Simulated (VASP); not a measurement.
# KSi16 (a cell with a defect) in VASP: single point with r2SCAN

Aim: the single point of KSi16 (a cell with a defect) with r2SCAN.

All numbers are computed with VASP 6.6.1; they aren't measurements. Logs are shortened: lines on timing, memory, paths and dates and some standing lists are left out, and cuts for length are marked.

**1. The cell of the first run**

The cell holds a defect, 17 atoms: a = 7.699 Å, b = 7.699 Å, c = 7.699 Å, α = 60.00°, β = 60.00°, γ = 60.00°.

**2. Single point, r2SCAN**

File POSCAR:

```
KSi16
1.0
    0.0000000000      5.4437023800     -5.4437023800
    5.4437023800      5.4437023800      0.0000000000
    5.4437023800      0.0000000000     -5.4437023800
Si K
16 1
Direct
    0.1078477402      0.1078541696      0.1078696003
    0.1413911794      0.5811507094      0.1414139580
    0.5811443718      0.1413988029      0.1414123966
    0.6235543869      0.6235611837      0.1415012148
    0.1413923735      0.1413975170      0.5811658645
    0.1414792629      0.6235609082      0.6235765226
    0.6235545706      0.1414857842      0.6235760633
    0.6445732619      0.6445796914      0.6445947546
    0.2514264933      0.7335083223      0.2514487208
    0.2304080775      0.2304145070      0.2304295703
    0.7335891497      0.7335968650      0.2938586441
    0.7335018010      0.2514331983      0.2514482616
    0.2938370595      0.7335954873      0.7336120201
    0.2514266770      0.2514331065      0.7335237530
    0.7671334155      0.7671398450      0.7671552757
    0.7335902519      0.2938435808      0.7336104587
   -0.0625093872     -0.0625031415     -0.0624882619
```

File INCAR.step1:

```
ALGO = Normal
EDIFF = 1E-5
ENCUT = 440
GGA = PE
GGA_COMPAT = False
ISMEAR = 0
LASPH = True
LCHARG = False
LREAL = False
LWAVE = True
NBANDS = 50
NELECT = 72.0
NELM = 120
PREC = Accurate
SIGMA = 0.02
```

File INCAR.step2:

```
ALGO = Normal
EDIFF = 1E-6
ENCUT = 440
GGA_COMPAT = False
ISIF = 2
ISMEAR = 0
ISTART = 1
LASPH = True
LCHARG = True
LELF = True
LMIXTAU = True
LREAL = False
LVHAR = True
LWAVE = False
METAGGA = R2SCAN
NBANDS = 50
NELECT = 72.0
NELM = 120
PREC = Accurate
SIGMA = 0.02
```

File KPOINTS:

```
k-points
0
Gamma
  2 2 2
```

Potentials or basis: VASP PAW PBE potentials, release 64 (Si, K_sv).

Launch:

```console
cat potpaw_PBE.64/Si/POTCAR potpaw_PBE.64/K_sv/POTCAR > POTCAR
cp INCAR.step1 INCAR
mpirun -np 1 vasp_std > vasp.out
cp INCAR.step2 INCAR
mpirun -np 1 vasp_std > vasp.out
```

OUTCAR:

```text
EDIFF = 1E-6
   ENCUT = 440
   ISIF = 2
   ISMEAR = 0
   ISTART = 1
   LASPH = True
   LREAL = False
   METAGGA = R2SCAN
   NELECT = 72.0
   NELM = 120
   PREC = Accurate

 ion  position               nearest neighbor table
   1  0.108  0.108  0.108-  10 2.31   9 2.37  14 2.37  12 2.37  17 3.21
   2  0.141  0.581  0.141-  10 2.24   9 2.35  17 2.51  13 2.57  11 2.57
   3  0.581  0.141  0.141-  10 2.24  12 2.35  17 2.51  16 2.57  11 2.57
   4  0.624  0.624  0.142-   9 2.35  12 2.35  11 2.35  15 2.37
   5  0.141  0.141  0.581-  10 2.24  14 2.35  17 2.51  13 2.57  16 2.57
   6  0.141  0.624  0.624-  14 2.35   9 2.35  13 2.35  15 2.37
   7  0.624  0.141  0.624-  12 2.35  14 2.35  16 2.35  15 2.37
   8  0.645  0.645  0.645-  11 2.24  16 2.24  13 2.24  15 2.31
   9  0.251  0.734  0.251-   6 2.35   4 2.35   2 2.35   1 2.37
  10  0.230  0.230  0.230-   2 2.24   3 2.24   5 2.24   1 2.31
  11  0.734  0.734  0.294-   8 2.24   4 2.35  17 2.51   3 2.57   2 2.57
  12  0.734  0.251  0.251-   7 2.35   4 2.35   3 2.35   1 2.37
  13  0.294  0.734  0.734-   8 2.24   6 2.35  17 2.51   2 2.57   5 2.57
  14  0.251  0.251  0.734-   6 2.35   7 2.35   5 2.35   1 2.37
  15  0.767  0.767  0.767-   8 2.31   6 2.37   4 2.37   7 2.37  17 3.21
  16  0.734  0.294  0.734-   8 2.24   7 2.35  17 2.51   3 2.57   5 2.57
  17  0.937  0.937  0.938-  13 2.51   5 2.51  16 2.51  11 2.51   3 2.51   2 2.51  15 3.21   1 3.21

  LATTYP: Found a face centered cubic cell.
 ALAT       =    10.8874047600

  Lattice vectors:

 A1 = (   0.0000000000,   5.4437023800,  -5.4437023800)
 A2 = (   5.4437023800,   5.4437023800,   0.0000000000)
 A3 = (   5.4437023800,   0.0000000000,  -5.4437023800)

Analysis of symmetry for initial positions (statically):
=====================================================================
 Subroutine PRICEL returns:
 Original cell was already a primitive cell.

 Routine SETGRP: Setting up the symmetry group for a
 face centered cubic supercell.

 Subroutine GETGRP returns: Found 12 space group operations
 (whereof  1 operations were pure point group operations)
 out of a pool of 48 trial point group operations.

The static configuration has the point symmetry C_1 .
 The point group associated with its full space group is D_3d.

Analysis of symmetry for dynamics (positions and initial velocities):
=====================================================================
 Subroutine PRICEL returns:
 Original cell was already a primitive cell.

 Routine SETGRP: Setting up the symmetry group for a
 face centered cubic supercell.

 Subroutine GETGRP returns: Found 12 space group operations
 (whereof  1 operations were pure point group operations)
 out of a pool of 48 trial point group operations.

The dynamic configuration has the point symmetry C_1 .
 The point group associated with its full space group is D_3d.

 Subroutine INISYM returns: Found 12 space group operations
 (whereof  1 operations are pure point group operations),
 and found     1 'primitive' translations

----------------------------------------------------------------------------------------

                                     Primitive cell

  volume of cell :     322.6362

  direct lattice vectors                    reciprocal lattice vectors
     0.000000000  5.443702380 -5.443702380    -0.091849254  0.091849254 -0.091849254
     5.443702380  5.443702380  0.000000000     0.091849254  0.091849254  0.091849254
     5.443702380  0.000000000 -5.443702380     0.091849254 -0.091849254 -0.091849254

  length of vectors
     7.698557735  7.698557735  7.698557735     0.159087574  0.159087574  0.159087574

  position of ions in fractional coordinates (direct lattice)
     0.107847740  0.107854170  0.107869600
     0.141391179  0.581150709  0.141413958
     0.581144372  0.141398803  0.141412397
     0.623554387  0.623561184  0.141501215
     0.141392373  0.141397517  0.581165865
     0.141479263  0.623560908  0.623576523
[... 9 lines left out ...]
     0.733590252  0.293843581  0.733610459
     0.937490613  0.937496858  0.937511738

  ion indices of the primitive-cell ions
   primitive index   ion index
                 1           1
                 2           2
                 3           3
                 4           4
                 5           5
                 6           6
[... 9 lines left out ...]
                16          16
                17          17

----------------------------------------------------------------------------------------

 KPOINTS: k-points

Automatic generation of k-mesh.
 Grid dimensions read from file:
 generate k-points for:    2    2    2

 Generating k-lattice:

  Cartesian coordinates                     Fractional coordinates (reciprocal lattice)
    -0.045924627  0.045924627 -0.045924627     0.500000000  0.000000000  0.000000000
     0.045924627  0.045924627  0.045924627     0.000000000  0.500000000  0.000000000
     0.045924627 -0.045924627 -0.045924627     0.000000000  0.000000000  0.500000000

  Length of vectors
     0.079543787  0.079543787  0.079543787

  Shift w.r.t. Gamma in fractional coordinates (k-lattice)
     0.000000000  0.000000000  0.000000000

 Subroutine IBZKPT returns following result:
 ===========================================

 Found      4 irreducible k-points:

 Following reciprocal coordinates:
            Coordinates               Weight
  0.000000  0.000000  0.000000      1.000000
  0.500000  0.000000  0.000000      3.000000
  0.500000  0.500000  0.500000      1.000000
  0.500000  0.500000  0.000000      3.000000
   k-points           NKPTS =      4   k-points in BZ     NKDIM =      4   number of bands    NBANDS=     50
   number of dos      NEDOS =    301   number of ions     NIONS =     17
   total plane-waves  NPLWV = 157464
   dimension x,y,z NGX =    54 NGY =   54 NGZ =   54
   dimension x,y,z NGXF=   108 NGYF=  108 NGZF=  108
   ions per type =              16   1
   NGX,Y,Z   is equivalent  to a cutoff of  11.66, 11.66, 11.66 a.u.
   NGXF,Y,Z  is equivalent  to a cutoff of  23.32, 23.32, 23.32 a.u.
 SYSTEM =  unknown system
   PREC   = accura    normal or accurate (medium, high low for compatibility)
   ISTART =      1    job   : 0-new  1-cont  2-samecut
   ICHARG =      0    charge: 1-file 2-atom 10-const
   ISPIN  =      1    spin polarized calculation?
   LNONCOLLINEAR =      F non collinear calculations
   LSORBIT =      F    spin-orbit coupling
   LASPH  =      T    aspherical Exc in radial PAW
   ENCUT  =  440.0 eV  32.34 Ry    5.69 a.u.  13.17 13.17 13.17*2*pi/ulx,y,z
   NELM   =    120;   NELMIN=  2; NELMDL=  0     # of ELM steps
   EDIFF  = 0.1E-05   stopping-criterion for ELM
   LREAL  =      F    real-space projection
   EDIFFG = 0.1E-04   stopping-criterion for IOM
   NSW    =      0    number of steps for IOM
   IBRION =     -1    ionic relax: 0-MD 1-quasi-New 2-CG
   NFREE  =      0    steps in history (QN), initial steepest desc. (CG)
   ISIF   =      2    stress and relaxation
   ISYM   =      2    0-nonsym 1-usesym 2-fastsym
   POTIM  = 0.5000    time-step for ionic-motion
   TEBEG  =    0.0;   TEEND  =   0.0 temperature during run
   PSTRESS=    0.0 pullay stress
   NELECT =      72.0000    total number of electrons
   NUPDOWN=      -1.0000    fix difference up-down
   EMIN   =  10.00;   EMAX   =-10.00  energy-range for DOS
   EFERMI =   0.00;   METHOD = LEGACY
   ISMEAR =     0;   SIGMA  =   0.02  broadening in eV -4-tet -1-fermi 0-gaus
   EFERMI_NEDOS =   21; number of points for ismear=-14 and -15
   IALGO  =     38    algorithm
   IMIX   =      4    mixing-type and parameters
     AMIX     =   0.40;   BMIX     =  1.00
     AMIX_MAG =   1.60;   BMIX_MAG =  1.00
  volume/ion in A,a.u.               =      18.98       128.07
  Fermi-wavevector in a.u.,A,eV,Ry     =   0.992997  1.876492 13.415931  0.986043
  Thomas-Fermi vector in A             =   2.124848
   LORBIT       =      0    0 simple, 1 ext, 2 COOP (PROOUT), +10 PAW based schemes
   METAGGA = R2SCAN    functional components
   LHFCALC =     F    Hartree Fock is set to
   AEXX    =    0.0000 exact exchange contribution
   IVDW    =     0    specifies the selected vdW correction
   LEPSILON=     F    determine dielectric tensor
   LRPA    =     F    only Hartree local field effects (RPA)
 non-spin polarized calculation
 Gauss-broadening in eV      SIGMA  =   0.02
  energy-cutoff  :      440.00
  volume of cell :      322.64
 maximum number of plane-waves:      6782
 NGX is ok and might be reduce to    54
   NGX = 27   NGY = 27   NGZ = 27

 number of electron      72.0000000 magnetization

 Free energy of the ion-electron system (eV)
  ---------------------------------------------------
  ext. energy  EPLUGINS =         0.00000000
  ---------------------------------------------------
  free energy    TOTEN  =      -144.87306674 eV

  energy without entropy =     -144.87306674  energy(sigma->0) =     -144.87306674

 E-fermi :   6.3212     XC(G=0): -10.0611

 val. band max:        6.2081686668   @ k =   0.5000   0.0000   0.0000
 cond. band min:       6.4269556845   @ k =   0.0000   0.0000   0.0000
 fundamental gap:      0.2187870176
 Fermi energy:         6.3212165302

 k-point     1 :       0.0000    0.0000    0.0000
  band No.  band energies     occupation
      1     -25.4040      2.00000
      2      -9.1455      2.00000
      3      -9.1455      2.00000
      4      -8.2814      2.00000
      5      -6.4218      2.00000
      6      -4.3726      2.00000
[... 40 lines left out ...]
     47       8.9078      0.00000
     48       8.9623      0.00000

 k-point     2 :       0.5000    0.0000    0.0000
  band No.  band energies     occupation
      1     -25.4040      2.00000
      2      -9.1681      2.00000
      3      -9.1467      2.00000
      4      -8.2853      2.00000
      5      -5.5482      2.00000
      6      -5.4861      2.00000
[... 40 lines left out ...]
     47       9.5205      0.00000
     48      10.0226      0.00000

 k-point     3 :       0.5000    0.5000    0.5000
  band No.  band energies     occupation
      1     -25.4040      2.00000
      2      -9.1451      2.00000
      3      -9.1451      2.00000
      4      -8.2996      2.00000
      5      -5.5794      2.00000
      6      -5.5447      2.00000
[... 40 lines left out ...]
     47      10.5677      0.00000
     48      10.5677      0.00000

 k-point     4 :       0.5000    0.5000    0.0000
  band No.  band energies     occupation
      1     -25.4040      2.00000
      2      -9.1636      2.00000
      3      -9.1498      2.00000
      4      -8.2905      2.00000
      5      -5.2781      2.00000
      6      -5.2378      2.00000
[... 40 lines left out ...]
     47      10.4386      0.00000
     48      10.4828      0.00000
 [bands above 48 left out]

------------------------ aborting loop because EDIFF is reached ----------------------------------------

  FORCE on cell =-STRESS in cart. coord.  units (eV):
  Direction    XX          YY          ZZ          XY          YZ          ZX
  --------------------------------------------------------------------------------------
  -------------------------------------------------------------------------------------
  Total        7.3948385      7.3948385      7.3948385     -5.9934971      5.9934971      5.9934971
  in kB       36.7219859     36.7219859     36.7219859    -29.7630726     29.7630726     29.7630726
  external PRESSURE =      36.7219859 kB  Pullay stress =       0.0000000 kB

 VOLUME and BASIS-vectors are now :
 -----------------------------------------------------------------------------
  energy-cutoff  :      440.00
  volume of cell :      322.64
      direct lattice vectors                 reciprocal lattice vectors
     0.000000000  5.443702380 -5.443702380    -0.091849254  0.091849254 -0.091849254
     5.443702380  5.443702380  0.000000000     0.091849254  0.091849254  0.091849254
     5.443702380  0.000000000 -5.443702380     0.091849254 -0.091849254 -0.091849254

 POSITION                                       TOTAL-FORCE (eV/Angst)
 -----------------------------------------------------------------------------------
      1.17434      1.17422     -1.17430         0.001132      0.001132     -0.001132
      3.93343      3.93330     -1.53951        -0.008285     -0.008285     -0.037611
      1.53954      3.93331     -3.93338         0.037611     -0.008285      0.008285
      4.16477      6.78893     -4.16473        -0.007163     -0.011720      0.007163
      3.93342      1.53942     -3.93339        -0.008285      0.037611      0.008285
      6.78905      4.16465     -4.16474        -0.011720     -0.007163      0.007163
[... 9 lines left out ...]
      5.59315      5.59304     -7.98700         0.008285      0.008285      0.037611
     10.20699     10.20687    -10.20695         0.000000      0.000000     -0.000000
 -----------------------------------------------------------------------------------
    total drift:                               -0.002955     -0.001009      0.002182

  FREE ENERGIE OF THE ION-ELECTRON SYSTEM (eV)
  ---------------------------------------------------
  free  energy   TOTEN  =      -144.8730667437 eV

  energy  without entropy=     -144.8730667437  energy(sigma->0) =     -144.87306674
```

Run time: 3.2 min. Hardware: 1 thread of Intel Xeon 6975P-C (Granite Rapids), shared host; peak memory 0.43 GiB.

What came out:

```
Free energy   : -144.8731 eV
Largest force : 0.039 eV/Å
```

Forces on the atoms (eV/Å):
```
Si   0.001  0.001 -0.001
Si  -0.008 -0.008 -0.038
Si   0.038 -0.008  0.008
Si  -0.007 -0.012  0.007
Si  -0.008  0.038  0.008
Si  -0.012 -0.007  0.007
Si  -0.007 -0.007  0.012
Si  -0.010 -0.010  0.010
Si   0.007  0.007 -0.012
Si   0.010  0.010 -0.010
Si   0.008 -0.038 -0.008
Si   0.012  0.007 -0.007
Si  -0.038  0.008 -0.008
Si   0.007  0.012 -0.007
Si  -0.001 -0.001  0.001
Si   0.008  0.008  0.038
K    0.000  0.000  0.000
```

Caveat: the k points lie up to 0.50 Å⁻¹ apart; the cell carries a net charge on a neutralising background, which shifts energy and pressure; the cell is charged against a uniform background, so pressure and absolute levels hang on convention; the PAW data sets were made with another functional, which shifts forces and pressure a little.
